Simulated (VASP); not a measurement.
# MnO2 (R-3m) in VASP: a series of runs

The runs below take MnO2 through single point, with PBEsol.

All numbers are computed with VASP 6.6.1; they aren't measurements. Logs are shortened: lines on timing, memory, paths and dates and some standing lists are left out, and cuts for length are marked.

### 1 The cell of the first run

It takes space group R-3m (No. 166, trigonal). Conventional cell: a = 2.857 Å, b = 2.857 Å, c = 13.752 Å, α = 90.00°, β = 90.00°, γ = 120.00°. Mn (site symmetry -3m) has 6 O at 1.90 Å within 2.5 Å. Within 2.6 Å of O (site symmetry 3m) lie 3 Mn at 1.90 Å and 3 O at 2.51 Å.

### 2 Single point, PBEsol, collinear spin, ferromagnetic start

The input, INCAR:

```
SYSTEM = MnO2
  PREC = Accurate
  ENCUT = 520
  EDIFF = 1E-6
  ISMEAR = -1
  SIGMA = 0.05
  LREAL = .FALSE.
  LASPH = .TRUE.
  NELM = 150
  ALGO = Normal
  ISIF = 2
  LWAVE = .FALSE.
  LCHARG = .FALSE.
  ISPIN = 2
  MAGMOM = 4 0 0
  LORBIT = 11
  LMAXMIX = 4
  GGA = PS
  NBANDS = 24
```

The input, KPOINTS:

```
Automatic mesh
0
G
  11 11 11
  0 0 0
```

The input, POSCAR:

```
MnO2
1.0
    1.4284348394      0.8247072390      4.5839315268
   -1.4284348394      0.8247072390      4.5839315268
    0.0000000000     -1.6494144781      4.5839315268
Mn O
1 2
Direct
    0.0000000000      0.0000000000      0.0000000000
    0.7356355100      0.7356355100      0.7356355100
    0.2643644900      0.2643644900      0.2643644900
```

Potentials or basis: VASP PAW PBE potentials, release 64 (Mn_pv, O).

Run with:

```bash
> cat potpaw_PBE.64/Mn_pv/POTCAR potpaw_PBE.64/O/POTCAR > POTCAR
> mpirun -np 1 vasp_std > vasp.out
```

OUTCAR:

```text
SYSTEM = MnO2
   PREC = Accurate
   ENCUT = 520
   EDIFF = 1E-6
   ISMEAR = -1
   LREAL = .FALSE.
   LASPH = .TRUE.
   NELM = 150
   ISIF = 2
   ISPIN = 2
   LORBIT = 11
   GGA = PS

 ion  position               nearest neighbor table
   1  0.000  0.000  0.000-   2 1.90   3 1.90   2 1.90   2 1.90   3 1.90   3 1.90
   2  0.736  0.736  0.736-   1 1.90   1 1.90   1 1.90
   3  0.264  0.264  0.264-   1 1.90   1 1.90   1 1.90

  LATTYP: Found a trigonal (rhomboedric) cell.
 ALAT       =     4.8716523237
 COS(alpha) =     0.8280515398

  Lattice vectors:

 A1 = (   1.4284348394,   0.8247072390,   4.5839315268)
 A2 = (  -1.4284348394,   0.8247072390,   4.5839315268)
 A3 = (   0.0000000000,  -1.6494144781,   4.5839315268)

Analysis of symmetry for initial positions (statically):
=====================================================================
 Subroutine PRICEL returns:
 Original cell was already a primitive cell.

 Routine SETGRP: Setting up the symmetry group for a
 trigonal (rhombohedral) supercell.

 Subroutine GETGRP returns: Found 12 space group operations
 (whereof 12 operations were pure point group operations)
 out of a pool of 12 trial point group operations.

The static configuration has the point symmetry D_3d.

Analysis of symmetry for dynamics (positions and initial velocities):
=====================================================================
 Subroutine PRICEL returns:
 Original cell was already a primitive cell.

 Routine SETGRP: Setting up the symmetry group for a
 trigonal (rhombohedral) supercell.

 Subroutine GETGRP returns: Found 12 space group operations
 (whereof 12 operations were pure point group operations)
 out of a pool of 12 trial point group operations.

The dynamic configuration has the point symmetry D_3d.

Analysis of structural, dynamic, and magnetic symmetry:
=====================================================================
 Subroutine PRICEL returns:
 Original cell was already a primitive cell.

 Routine SETGRP: Setting up the symmetry group for a
 trigonal (rhombohedral) supercell.

 Subroutine GETGRP returns: Found 12 space group operations
 (whereof 12 operations were pure point group operations)
 out of a pool of 12 trial point group operations.

The overall configuration has the point symmetry D_3d.

 Subroutine INISYM returns: Found 12 space group operations
 (whereof 12 operations are pure point group operations),
 and found     1 'primitive' translations

----------------------------------------------------------------------------------------

                                     Primitive cell

  volume of cell :      32.4003

  direct lattice vectors                    reciprocal lattice vectors
     1.428434839  0.824707239  4.583931527     0.350033468  0.202091917  0.072717782
    -1.428434839  0.824707239  4.583931527    -0.350033468  0.202091917  0.072717782
     0.000000000 -1.649414478  4.583931527     0.000000000 -0.404183833  0.072717782

  length of vectors
     4.871652324  4.871652324  4.871652324     0.410673163  0.410673163  0.410673163

  position of ions in fractional coordinates (direct lattice)
     0.000000000  0.000000000  0.000000000
     0.735635510  0.735635510  0.735635510
     0.264364490  0.264364490  0.264364490

  ion indices of the primitive-cell ions
   primitive index   ion index
                 1           1
                 2           2
                 3           3

----------------------------------------------------------------------------------------

 KPOINTS: Automatic mesh

Automatic generation of k-mesh.
 Grid dimensions read from file:
 generate k-points for:   11   11   11

 Generating k-lattice:

  Cartesian coordinates                     Fractional coordinates (reciprocal lattice)
     0.031821224  0.018371992  0.006610707     0.090909091 -0.000000000 -0.000000000
    -0.031821224  0.018371992  0.006610707    -0.000000000  0.090909091 -0.000000000
     0.000000000 -0.036743985  0.006610707     0.000000000  0.000000000  0.090909091

  Length of vectors
     0.037333924  0.037333924  0.037333924

  Shift w.r.t. Gamma in fractional coordinates (k-lattice)
     0.000000000  0.000000000  0.000000000

 Subroutine IBZKPT returns following result:
 ===========================================

 Found    146 irreducible k-points:

 Following reciprocal coordinates:
            Coordinates               Weight
  0.000000  0.000000  0.000000      1.000000
  0.090909  0.000000 -0.000000      6.000000
  0.181818 -0.000000 -0.000000      6.000000
  0.272727 -0.000000  0.000000      6.000000
  0.363636  0.000000 -0.000000      6.000000
  0.454545 -0.000000  0.000000      6.000000
[... 16 lines left out ...]
 -0.272727  0.181818 -0.000000     12.000000
 -0.181818  0.181818  0.000000      6.000000
 [... further k-points ...]
   k-points           NKPTS =    146   k-points in BZ     NKDIM =    146   number of bands    NBANDS=     24
   number of dos      NEDOS =    301   number of ions     NIONS =      3
   total plane-waves  NPLWV =  46656
   dimension x,y,z NGX =    36 NGY =   36 NGZ =   36
   dimension x,y,z NGXF=    72 NGYF=   72 NGZF=   72
   ions per type =               1   2
   NGX,Y,Z   is equivalent  to a cutoff of  12.29, 12.29, 12.29 a.u.
   NGXF,Y,Z  is equivalent  to a cutoff of  24.57, 24.57, 24.57 a.u.
 SYSTEM =  MnO2
   PREC   = accura    normal or accurate (medium, high low for compatibility)
   ISTART =      0    job   : 0-new  1-cont  2-samecut
   ICHARG =      2    charge: 1-file 2-atom 10-const
   ISPIN  =      2    spin polarized calculation?
   LNONCOLLINEAR =      F non collinear calculations
   LSORBIT =      F    spin-orbit coupling
   LASPH  =      T    aspherical Exc in radial PAW
   ENCUT  =  520.0 eV  38.22 Ry    6.18 a.u.   9.06  9.06  9.06*2*pi/ulx,y,z
   NELM   =    150;   NELMIN=  2; NELMDL= -5     # of ELM steps
   EDIFF  = 0.1E-05   stopping-criterion for ELM
   LREAL  =      F    real-space projection
   EDIFFG = 0.1E-04   stopping-criterion for IOM
   NSW    =      0    number of steps for IOM
   IBRION =     -1    ionic relax: 0-MD 1-quasi-New 2-CG
   NFREE  =      0    steps in history (QN), initial steepest desc. (CG)
   ISIF   =      2    stress and relaxation
   ISYM   =      2    0-nonsym 1-usesym 2-fastsym
   POTIM  = 0.5000    time-step for ionic-motion
   TEBEG  =    0.0;   TEEND  =   0.0 temperature during run
   PSTRESS=    0.0 pullay stress
   NELECT =      25.0000    total number of electrons
   NUPDOWN=      -1.0000    fix difference up-down
   EMIN   =  10.00;   EMAX   =-10.00  energy-range for DOS
   EFERMI =   0.00;   METHOD = LEGACY
   ISMEAR =    -1;   SIGMA  =   0.05  broadening in eV -4-tet -1-fermi 0-gaus
   EFERMI_NEDOS =   21; number of points for ismear=-14 and -15
   IALGO  =     38    algorithm
   IMIX   =      4    mixing-type and parameters
     AMIX     =   0.40;   BMIX     =  1.00
     AMIX_MAG =   1.60;   BMIX_MAG =  1.00
  volume/ion in A,a.u.               =      10.80        72.88
  Fermi-wavevector in a.u.,A,eV,Ry     =   1.501545  2.837508 30.676196  2.254637
  Thomas-Fermi vector in A             =   2.612902
   LORBIT       =     11    0 simple, 1 ext, 2 COOP (PROOUT), +10 PAW based schemes
   GGA     = PS    functional components
   LHFCALC =     F    Hartree Fock is set to
   AEXX    =    0.0000 exact exchange contribution
   IVDW    =     0    specifies the selected vdW correction
   LEPSILON=     F    determine dielectric tensor
   LRPA    =     F    only Hartree local field effects (RPA)
 spin polarized calculation
  energy-cutoff  :      520.00
  volume of cell :       32.40
 maximum number of plane-waves:       890
   NGX = 19   NGY = 19   NGZ = 19

 number of electron      25.0000008 magnetization       2.9999077

 Free energy of the ion-electron system (eV)
  ---------------------------------------------------
  ext. energy  EPLUGINS =         0.00000000
  ---------------------------------------------------
  free energy    TOTEN  =       -25.05507079 eV

  energy without entropy =      -25.05505475  energy(sigma->0) =      -25.05506277

 E-fermi :   3.5948     XC(G=0): -11.0784

 val. band max:        3.2110566304   @ k =  -0.4545   0.4545   0.4545
 cond. band min:       3.9431725308   @ k =   0.0000   0.0000   0.0000
 fundamental gap:      0.7321159004
 Fermi energy:         3.5947762684

 spin component 1

 k-point     1 :       0.0000    0.0000    0.0000
  band No.  band energies     occupation
      1     -46.9652      1.00000
      2     -46.9652      1.00000
      3     -46.9511      1.00000
      4     -16.4172      1.00000
      5     -14.0308      1.00000
      6      -3.1827      1.00000
[... 16 lines left out ...]
     23      26.1669      0.00000
     24      26.1669      0.00000
[... 598 lines left out ...]
      2     -47.0026      1.00000
      3     -46.9317      1.00000
      4     -15.3536      1.00000
      5     -14.3399      1.00000
      6      -2.7489      1.00000
[... 16 lines left out ...]
     23      23.8502      0.00000
     24      26.8366      0.00000

 [... further k-points ...]

 spin component 2

 k-point     1 :       0.0000    0.0000    0.0000
  band No.  band energies     occupation
      1     -43.9309      1.00000
      2     -43.9309      1.00000
      3     -43.7647      1.00000
      4     -16.2468      1.00000
      5     -13.9075      1.00000
      6      -2.3479      1.00000
[... 16 lines left out ...]
     23      26.8662      0.00000
     24      26.8662      0.00000
[... 598 lines left out ...]
      2     -43.9744      1.00000
      3     -43.7403      1.00000
      4     -15.1942      1.00000
      5     -14.1938      1.00000
      6      -1.9515      1.00000
[... 16 lines left out ...]
     23      24.3958      0.00000
     24      27.2347      0.00000

 [... further k-points ...]

------------------------ aborting loop because EDIFF is reached ----------------------------------------

  FORCE on cell =-STRESS in cart. coord.  units (eV):
  Direction    XX          YY          ZZ          XY          YZ          ZX
  --------------------------------------------------------------------------------------
  -------------------------------------------------------------------------------------
  Total       -0.3289006     -0.3289006     -0.0201222      0.0000000      0.0000000      0.0000000
  in kB      -16.2639345    -16.2639345     -0.9950303      0.0000000      0.0000000      0.0000000
  external PRESSURE =     -11.1742997 kB  Pullay stress =       0.0000000 kB

 VOLUME and BASIS-vectors are now :
 -----------------------------------------------------------------------------
  energy-cutoff  :      520.00
  volume of cell :       32.40
      direct lattice vectors                 reciprocal lattice vectors
     1.428434839  0.824707239  4.583931527     0.350033468  0.202091917  0.072717782
    -1.428434839  0.824707239  4.583931527    -0.350033468  0.202091917  0.072717782
     0.000000000 -1.649414478  4.583931527     0.000000000 -0.404183833  0.072717782

 POSITION                                       TOTAL-FORCE (eV/Angst)
 -----------------------------------------------------------------------------------
      0.00000      0.00000      0.00000        -0.000000      0.000000      0.000000
      0.00000     -0.00000     10.11631         0.000000      0.000000     -0.081310
      0.00000     -0.00000      3.63549         0.000000     -0.000000      0.081310
 -----------------------------------------------------------------------------------
    total drift:                                0.000000      0.000000      0.000000

  FREE ENERGIE OF THE ION-ELECTRON SYSTEM (eV)
  ---------------------------------------------------
  free  energy   TOTEN  =       -25.0550707868 eV

  energy  without entropy=      -25.0550547451  energy(sigma->0) =      -25.05506277

 total charge

# of ion       s       p       d       tot
------------------------------------------
    1        0.361   6.476   4.935  11.772
    2        1.577   3.399   0.000   4.976
    3        1.577   3.399   0.000   4.976
--------------------------------------------------
tot          3.515  13.273   4.935  21.724

 magnetization (x)

# of ion       s       p       d       tot
------------------------------------------
    1        0.031   0.040   2.766   2.837
    2        0.004   0.037   0.000   0.041
    3        0.004   0.037   0.000   0.041
--------------------------------------------------
tot          0.038   0.114   2.766   2.918
```

Wall time 11 min (1 thread of Intel Xeon 8259CL, shared host); peak memory 0.35 GiB.

What came out:

```yaml
Free_energy: -25.0551 eV
Pressure: -1.1 GPa
Largest_force: 0.081 eV/Å
Band_gap_on_the_k_mesh: 0.73 eV (least direct gap 0.80 eV)
Net_moment: 3.00 μB per cell
Site_moments: Mn +2.84; O +0.04 μB
Valence_electrons_inside_the_program's_atomic_spheres: Mn 11.77; O 4.98
```

Forces in eV/Å, atoms in the order of the input:
```
Mn   0.000  0.000  0.000
O    0.000  0.000 -0.081
O    0.000  0.000  0.081
```

Levels at points of the mesh, in eV from the valence-band top:
Spin up:
```tsv
k point	band 11	band 12	band 13	band 14	band 15	band 16	band 17	band 18
(0.00, 0.00, 0.00)	-1.44	-1.44	-1.18	-0.31	2.85	2.85	7.03	10.17
```
Spin down:
```csv
k point,band 9,band 10,band 11,band 12,band 13,band 14
"(0.00, 0.00, 0.00)",-1.36,-1.36,-1.01,0.73,0.73,2.41
```

Caveat: semilocal functionals underestimate gaps, and a narrow one can read as zero; the PAW data sets were made with another functional, which shifts forces and pressure a little; a cell with one magnetic atom can't hold antiferromagnetic order, which such compounds often take. A k mesh can miss the band edges.

### 3 Single point, PBEsol, collinear spin, ferromagnetic start

The input, INCAR:

```
PREC = Accurate
ENCUT = 520
EDIFF = 1E-6
ISMEAR = -1
SIGMA = 0.05
LREAL = False
LASPH = True
NELM = 150
ALGO = Normal
ISIF = 2
LWAVE = False
LCHARG = False
ISPIN = 2
MAGMOM = 4 0 0
LORBIT = 11
LMAXMIX = 4
GGA = PS
NBANDS = 24
```

The input, KPOINTS:

```
Automatic mesh
0
Gamma
  11 11 11
```

POSCAR is that of step 2.

Potentials or basis: VASP PAW PBE potentials, release 64 (Mn_pv, O).

Run with:

```bash
> cat potpaw_PBE.64/Mn_pv/POTCAR potpaw_PBE.64/O/POTCAR > POTCAR
> mpirun -np 1 vasp_std > vasp.out
```

It took 12 min on 1 thread of Intel Xeon 8259CL, shared host; peak memory 0.35 GiB.

Results (log left out):

| Item | Value |
| --- | --- |
| Free energy | -25.0551 eV |
| Pressure | -1.1 GPa |
| Largest force | 0.081 eV/Å |
| Band gap on the k mesh | 0.73 eV (least direct gap 0.80 eV) |
| Net moment | 3.00 μB per cell |
| Site moments | Mn +2.84; O +0.04 μB |
| Valence electrons inside the program's atomic spheres | Mn 11.77; O 4.98 |

Forces on the atoms (eV/Å):
```
Mn   0.000  0.000  0.000
O    0.000  0.000 -0.081
O    0.000  0.000  0.081
```

Stress tensor (GPa, compression positive):
```
-1.63  0.00  0.00
 0.00 -1.63  0.00
 0.00  0.00 -0.10
```

Levels at points of the mesh, in eV from the valence-band top:
Spin up:
| k point | band 11 | band 12 | band 13 | band 14 | band 15 | band 16 | band 17 | band 18 |
| --- | --- | --- | --- | --- | --- | --- | --- | --- |
| (0.00, 0.00, 0.00) | -1.44 | -1.44 | -1.18 | -0.31 | 2.85 | 2.85 | 7.03 | 10.17 |
Spin down:
| k point | band 8 | band 9 | band 10 | band 11 | band 12 | band 13 | band 14 | band 15 |
| --- | --- | --- | --- | --- | --- | --- | --- | --- |
| (0.00, 0.00, 0.00) | -5.09 | -1.36 | -1.36 | -1.01 | 0.73 | 0.73 | 2.41 | 4.21 |

Caveat: semilocal functionals underestimate gaps, and a narrow one can read as zero; the PAW data sets were made with another functional, which shifts forces and pressure a little; a cell with one magnetic atom can't hold antiferromagnetic order, which such compounds often take. A k mesh can miss the band edges.
